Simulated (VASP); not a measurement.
# AlN (I-4m2) in VASP: single point with HSE06

Aim: the single point of AlN with HSE06.

Program: VASP 6.6.1. These are calculated values, not measurements. Logs are shortened: lines on timing, memory, paths and dates and some standing lists are left out, and cuts for length are marked.

### 1 The cell of the first run

It takes space group I-4m2 (No. 119, tetragonal). The conventional cell has a = 3.090 Å, b = 3.090 Å, c = 4.341 Å, α = 90.00°, β = 90.00°, γ = 90.00°. Within 2.5 Å of Al (site symmetry -4m2) lie 4 N at 1.89 Å. N (site symmetry -4m2) has 4 Al at 1.89 Å within 2.5 Å.

### 2 Single point, HSE06 (uniaxial x strain -0.7%)

POSCAR

```
AlN
1.0
    0.0000000000      2.1848764208      2.1848764208
    2.1706747241      0.0000000000      2.1848764208
    2.1706747241      2.1848764208      0.0000000000
Al N
1 1
Direct
    0.0000000000      0.0000000000      0.0000000000
    0.2500000000      0.2500000000      0.2500000000
```

INCAR.step1

```
SYSTEM = AlN
PREC = Accurate ; ENCUT = 520
EDIFF = 1E-5 ; ISMEAR = 0
SIGMA = 0.01 ; LREAL = .False.
LASPH = .True. ; NELM = 100
ALGO = Normal ; ISIF = 2
LWAVE = .True. ; LCHARG = .False.
NBANDS = 11 ; GGA = PE
```

INCAR.step2

```
SYSTEM = AlN
PREC = Accurate ; ENCUT = 520
EDIFF = 1E-6 ; ISMEAR = 0
SIGMA = 0.01 ; LREAL = .False.
LASPH = .True. ; NELM = 100
ALGO = Normal ; ISIF = 2
LWAVE = .False. ; LCHARG = .False.
GGA = PE ; LHFCALC = .True.
HFSCREEN = 0.2079 ; PRECFOCK = Normal
NBANDS = 11 ; ISTART = 1
```

KPOINTS

```
regular mesh
0
Gamma
  8 8 8
  0 0 0
```

Potentials or basis: VASP PAW PBE potentials, release 64 (Al, N).

Run with:

```sh
> cat potpaw_PBE.64/Al/POTCAR potpaw_PBE.64/N/POTCAR > POTCAR
> cp INCAR.step1 INCAR
> mpirun -np 1 vasp_std > vasp.out
> cp INCAR.step2 INCAR
> mpirun -np 1 vasp_std > vasp.out
```

OUTCAR:

```text
SYSTEM = AlN
   PREC = Accurate
   ENCUT = 520
   EDIFF = 1E-6
   ISMEAR = 0
   LREAL = .False.
   LASPH = .True.
   NELM = 100
   ISIF = 2
   GGA = PE
   LHFCALC = .True.
   HFSCREEN = 0.2079
   PRECFOCK = Normal
   ISTART = 1

 ion  position               nearest neighbor table
   1  0.000  0.000  0.000-   2 1.89   2 1.89   2 1.89   2 1.89
   2  0.250  0.250  0.250-   1 1.89   1 1.89   1 1.89   1 1.89

  LATTYP: Found a body centered tetragonal cell.
 ALAT       =     3.0898818664
 C/A-ratio  =     1.4050211742

  Lattice vectors:

 A1 = (  -2.1706747241,   0.0000000000,  -2.1848764208)
 A2 = (  -2.1706747241,   0.0000000000,   2.1848764208)
 A3 = (   2.1706747241,   2.1848764208,   0.0000000000)

Analysis of symmetry for initial positions (statically):
=====================================================================
 Subroutine PRICEL returns:
 Original cell was already a primitive cell.

 Routine SETGRP: Setting up the symmetry group for a
 body centered tetragonal supercell.

 Subroutine GETGRP returns: Found  8 space group operations
 (whereof  8 operations were pure point group operations)
 out of a pool of 16 trial point group operations.

The static configuration has the point symmetry D_2d.

Analysis of symmetry for dynamics (positions and initial velocities):
=====================================================================
 Subroutine PRICEL returns:
 Original cell was already a primitive cell.

 Routine SETGRP: Setting up the symmetry group for a
 body centered tetragonal supercell.

 Subroutine GETGRP returns: Found  8 space group operations
 (whereof  8 operations were pure point group operations)
 out of a pool of 16 trial point group operations.

The dynamic configuration has the point symmetry D_2d.

 Subroutine INISYM returns: Found  8 space group operations
 (whereof  8 operations are pure point group operations),
 and found     1 'primitive' translations

----------------------------------------------------------------------------------------

                                     Primitive cell

  volume of cell :      20.7242

  direct lattice vectors                    reciprocal lattice vectors
     0.000000000  2.184876421  2.184876421    -0.230343125  0.228845895  0.228845895
     2.170674724  0.000000000  2.184876421     0.230343125 -0.228845895  0.228845895
     2.170674724  2.184876421  0.000000000     0.230343125  0.228845895 -0.228845895

  length of vectors
     3.089881866  3.079856122  3.079856122     0.397239025  0.397239025  0.397239025

  position of ions in fractional coordinates (direct lattice)
     0.000000000  0.000000000  0.000000000
     0.250000000  0.250000000  0.250000000

  ion indices of the primitive-cell ions
   primitive index   ion index
                 1           1
                 2           2

----------------------------------------------------------------------------------------

 KPOINTS: regular mesh

Automatic generation of k-mesh.
 Grid dimensions read from file:
 generate k-points for:    8    8    8

 Generating k-lattice:

  Cartesian coordinates                     Fractional coordinates (reciprocal lattice)
    -0.028792891  0.028605737  0.028605737     0.125000000 -0.000000000 -0.000000000
     0.028792891 -0.028605737  0.028605737     0.000000000  0.125000000  0.000000000
     0.028792891  0.028605737 -0.028605737     0.000000000  0.000000000  0.125000000

  Length of vectors
     0.049654878  0.049654878  0.049654878

  Shift w.r.t. Gamma in fractional coordinates (k-lattice)
     0.000000000  0.000000000  0.000000000

 Subroutine IBZKPT returns following result:
 ===========================================

 Found     59 irreducible k-points:

 Following reciprocal coordinates:
            Coordinates               Weight
  0.000000  0.000000  0.000000      1.000000
  0.125000 -0.000000 -0.000000      8.000000
  0.250000 -0.000000 -0.000000      8.000000
  0.375000  0.000000  0.000000      8.000000
  0.500000 -0.000000 -0.000000      4.000000
  0.125000  0.125000  0.000000      4.000000
[... 16 lines left out ...]
  0.250000  0.125000  0.125000      4.000000
  0.375000  0.125000  0.125000      8.000000
 [... further k-points ...]
   k-points           NKPTS =     59   k-points in BZ     NKDIM =    512   number of bands    NBANDS=     11
   number of dos      NEDOS =    301   number of ions     NIONS =      2
   total plane-waves  NPLWV =  13824
   dimension x,y,z NGX =    24 NGY =   24 NGZ =   24
   dimension x,y,z NGXF=    48 NGYF=   48 NGZF=   48
   ions per type =               1   1
   NGX,Y,Z   is equivalent  to a cutoff of  12.91, 12.95, 12.95 a.u.
   NGXF,Y,Z  is equivalent  to a cutoff of  25.83, 25.91, 25.91 a.u.
 SYSTEM =  AlN
   PREC   = accura    normal or accurate (medium, high low for compatibility)
   ISTART =      1    job   : 0-new  1-cont  2-samecut
   ICHARG =      0    charge: 1-file 2-atom 10-const
   ISPIN  =      1    spin polarized calculation?
   LNONCOLLINEAR =      F non collinear calculations
   LSORBIT =      F    spin-orbit coupling
   LASPH  =      T    aspherical Exc in radial PAW
   ENCUT  =  520.0 eV  38.22 Ry    6.18 a.u.   5.75  5.73  5.73*2*pi/ulx,y,z
   NELM   =    100;   NELMIN=  2; NELMDL=  0     # of ELM steps
   EDIFF  = 0.1E-05   stopping-criterion for ELM
   LREAL  =      F    real-space projection
   EDIFFG = 0.1E-04   stopping-criterion for IOM
   NSW    =      0    number of steps for IOM
   IBRION =     -1    ionic relax: 0-MD 1-quasi-New 2-CG
   NFREE  =      0    steps in history (QN), initial steepest desc. (CG)
   ISIF   =      2    stress and relaxation
   ISYM   =      3    0-nonsym 1-usesym 2-fastsym
   POTIM  = 0.5000    time-step for ionic-motion
   TEBEG  =    0.0;   TEEND  =   0.0 temperature during run
   PSTRESS=    0.0 pullay stress
   NELECT =       8.0000    total number of electrons
   NUPDOWN=      -1.0000    fix difference up-down
   EMIN   =  10.00;   EMAX   =-10.00  energy-range for DOS
   EFERMI =   0.00;   METHOD = LEGACY
   ISMEAR =     0;   SIGMA  =   0.01  broadening in eV -4-tet -1-fermi 0-gaus
   EFERMI_NEDOS =   21; number of points for ismear=-14 and -15
   IALGO  =     38    algorithm
   IMIX   =      1    mixing-type and parameters
     AMIX     =   0.40;   BMIX     =  1.00
     AMIX_MAG =   1.60;   BMIX_MAG =  1.00
  volume/ion in A,a.u.               =      10.36        69.93
  Fermi-wavevector in a.u.,A,eV,Ry     =   1.192007  2.252566 19.332242  1.420880
  Thomas-Fermi vector in A             =   2.328055
   LORBIT       =      0    0 simple, 1 ext, 2 COOP (PROOUT), +10 PAW based schemes
   GGA     = PE    functional components
   LHFCALC =     T    Hartree Fock is set to
   PRECFOCK=normal    Normal, Fast or Accurate (Low or Medium for compatibility)
   ENCUT4O =  -1.0   cutoff for four orbital integrals eV
   NKREDX  =     1    reduce k-point grid by
   NKREDY  =     1    reduce k-point grid by
   NKREDZ  =     1    reduce k-point grid by
   AEXX    =    0.2500 exact exchange contribution
   HFSCREEN=    0.2079 screening length (either q_TF or 0.3 A-1)
   HFSCREENC=   0.2079 screening length for correlation (either q_TF or 0.3 A-1)
   ENCUTFOCK=  -1.0 apply spherical cutoff to Coloumb kernel
   IVDW    =     0    specifies the selected vdW correction
   LEPSILON=     F    determine dielectric tensor
   LRPA    =     F    only Hartree local field effects (RPA)
 non-spin polarized calculation
 Gauss-broadening in eV      SIGMA  =   0.01
  energy-cutoff  :      520.00
  volume of cell :       20.72
 maximum number of plane-waves:       568
  NGX = 18; NGY = 18; NGZ = 18

 number of electron       8.0000000 magnetization

 Free energy of the ion-electron system (eV)
  ---------------------------------------------------
  ext. energy  EPLUGINS =         0.00000000
  ---------------------------------------------------
  free energy    TOTEN  =       -17.39589716 eV

  energy without entropy =      -17.39589716  energy(sigma->0) =      -17.39589716

 E-fermi :   5.1647     XC(G=0):  -9.0321

 val. band max:        5.1116183501   @ k =   0.0000   0.0000   0.0000
 cond. band min:       9.6315313036   @ k =   0.0000   0.5000   0.5000
 fundamental gap:      4.5199129535
 Fermi energy:         5.1646974506

 k-point     1 :       0.0000    0.0000    0.0000
  band No.  band energies     occupation
      1     -11.4160      2.00000
      2       5.0840      2.00000
      3       5.0840      2.00000
      4       5.1116      2.00000
      5      10.6950      0.00000
      6      19.3847      0.00000
      7      19.3920      0.00000
      8      19.3920      0.00000
      9      24.6256      0.00000
     10      24.8432      0.00000
     11      26.0555      0.00000

 k-point     2 :       0.1250   -0.0000   -0.0000
  band No.  band energies     occupation
      1     -11.1710      2.00000
      2       3.8524      2.00000
      3       4.9935      2.00000
      4       5.0184      2.00000
      5      11.6692      0.00000
      6      18.8177      0.00000
      7      19.5765      0.00000
      8      19.5952      0.00000
      9      23.0149      0.00000
     10      23.1570      0.00000
     11      24.9889      0.00000

 k-point     3 :       0.2500   -0.0000   -0.0000
  band No.  band energies     occupation
      1     -10.4995      2.00000
      2       1.5740      2.00000
      3       4.7890      2.00000
      4       4.8284      2.00000
      5      13.0823      0.00000
      6      17.8239      0.00000
      7      19.0975      0.00000
      8      19.2051      0.00000
      9      23.2422      0.00000
     10      23.2528      0.00000
     11      24.1736      0.00000

 k-point     4 :       0.3750    0.0000    0.0000
  band No.  band energies     occupation
      1      -9.6534      2.00000
      2      -0.4318      2.00000
      3       4.6020      2.00000
      4       4.6548      2.00000
      5      13.8278      0.00000
      6      17.0693      0.00000
      7      18.1822      0.00000
      8      18.3114      0.00000
      9      24.5500      0.00000
     10      25.4272      0.00000
     11      25.4658      0.00000

 k-point     5 :       0.5000   -0.0000   -0.0000
  band No.  band energies     occupation
      1      -9.2155      2.00000
      2      -1.2807      2.00000
      3       4.5290      2.00000
      4       4.5871      2.00000
      5      14.0159      0.00000
      6      16.7737      0.00000
      7      17.8206      0.00000
      8      17.9495      0.00000
      9      25.0860      0.00000
     10      27.3882      0.00000
     11      27.4364      0.00000
[... 211 lines left out ...]
 k-point    21 :       0.5000    0.5000    0.0000
  band No.  band energies     occupation
      1      -8.5402      2.00000
      2      -0.2803      2.00000
      3       3.1542      2.00000
      4       3.1545      2.00000
      5       9.6628      0.00000
      6      15.2417      0.00000
      7      21.2320      0.00000
      8      22.9037      0.00000
      9      23.1096      0.00000
     10      30.9779      0.00000
     11      31.4083      0.00000

 k-point    22 :       0.0000    0.1250    0.1250
  band No.  band energies     occupation
      1     -11.0870      2.00000
      2       3.9303      2.00000
      3       4.7351      2.00000
      4       4.7351      2.00000
      5      11.9454      0.00000
      6      18.4403      0.00000
      7      19.8695      0.00000
      8      19.8695      0.00000
      9      20.7798      0.00000
     10      25.1231      0.00000
     11      27.0785      0.00000

 k-point    23 :       0.2500    0.1250    0.1250
  band No.  band energies     occupation
      1     -10.7853      2.00000
      2       2.7189      2.00000
      3       4.3584      2.00000
      4       5.0258      2.00000
      5      12.7382      0.00000
      6      18.3588      0.00000
      7      18.8800      0.00000
      8      19.7819      0.00000
      9      21.2286      0.00000
     10      23.6126      0.00000
     11      27.3148      0.00000

 k-point    24 :       0.3750    0.1250    0.1250
  band No.  band energies     occupation
      1     -10.0435      2.00000
      2       0.8965      2.00000
      3       3.8217      2.00000
      4       4.8141      2.00000
      5      13.9749      0.00000
      6      16.8680      0.00000
      7      18.5858      0.00000
      8      18.9865      0.00000
      9      22.3300      0.00000
     10      25.0574      0.00000
     11      26.8327      0.00000

 [... further k-points ...]

------------------------ aborting loop because EDIFF is reached ----------------------------------------

  FORCE on cell =-STRESS in cart. coord.  units (eV):
  Direction    XX          YY          ZZ          XY          YZ          ZX
  --------------------------------------------------------------------------------------
  -------------------------------------------------------------------------------------
  Total        0.1541663      0.0357157      0.0357157     -0.0000000      0.0000000      0.0000000
  in kB       11.9185002      2.7611567      2.7611567     -0.0000000      0.0000000      0.0000000
  external PRESSURE =       5.8136046 kB  Pullay stress =       0.0000000 kB

 VOLUME and BASIS-vectors are now :
 -----------------------------------------------------------------------------
  energy-cutoff  :      520.00
  volume of cell :       20.72
      direct lattice vectors                 reciprocal lattice vectors
     0.000000000  2.184876421  2.184876421    -0.230343125  0.228845895  0.228845895
     2.170674724  0.000000000  2.184876421     0.230343125 -0.228845895  0.228845895
     2.170674724  2.184876421  0.000000000     0.230343125  0.228845895 -0.228845895

 POSITION                                       TOTAL-FORCE (eV/Angst)
 -----------------------------------------------------------------------------------
      0.00000      0.00000      0.00000         0.000000     -0.000000      0.000000
      1.08534      1.09244      1.09244        -0.000000      0.000000     -0.000000
 -----------------------------------------------------------------------------------
    total drift:                               -0.000000      0.000000     -0.000000

  FREE ENERGIE OF THE ION-ELECTRON SYSTEM (eV)
  ---------------------------------------------------
  free  energy   TOTEN  =       -17.3958971561 eV

  energy  without entropy=      -17.3958971561  energy(sigma->0) =      -17.39589716
```

Wall time 51 min (1 thread of Oxide Virtual Turin-like, shared host); peak memory 0.23 GiB.

Results:

```
Free energy            : -17.3959 eV
Pressure               : 0.6 GPa
Band gap on the k mesh : 4.52 eV (least direct gap 5.58 eV)
```

Caveat: the cell differs from its parent crystal (uniaxial x strain -0.7%); the structure was generated, so it needn't be the stable form of AlN; the PAW data sets were made with another functional, which shifts forces and pressure a little. A k mesh can miss the band edges.
